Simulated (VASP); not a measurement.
A run of VASP 6.6.1:

File INCAR:

```
SYSTEM = CdS
PREC = Accurate
ENCUT = 500
EDIFF = 1E-6
ISMEAR = 0
SIGMA = 0.01
LREAL = .FALSE.
LASPH = .TRUE.
NELM = 120
ALGO = Normal
ISIF = 2
LWAVE = .FALSE.
LCHARG = .FALSE.
GGA = PS
NBANDS = 16
GGA_COMPAT = .FALSE.
```

Contents of KPOINTS:

```
Automatic mesh
0
G
  4 4 4
  0 0 0
```

The input POSCAR:

```
CdS
1.0
    0.0000000000      2.9125000000      2.9125000000
    2.9125000000      0.0000000000      2.9125000000
    2.9125000000      2.9125000000      0.0000000000
Cd S
1 1
Direct
    0.0000000000      0.0000000000      0.0000000000
    0.2500000000      0.2500000000      0.2500000000
```

Potentials or basis: VASP PAW PBE potentials, release 64 (Cd, S).

The run is started by

```console
$ cat potpaw_PBE.64/Cd/POTCAR potpaw_PBE.64/S/POTCAR > POTCAR
$ mpirun -np 1 vasp_std > vasp.out
```

Hardware: 1 thread of Intel(R) Xeon(R) 6975P-C (Granite Rapids), on a shared host.

Problem. Estimate the wall time of this run.

Solution. Run time: 5.6 s on 1 thread of Intel(R) Xeon(R) 6975P-C (Granite Rapids) (shared host), peak memory 0.16 GiB. Counts: scf iterations 13, k points 8.
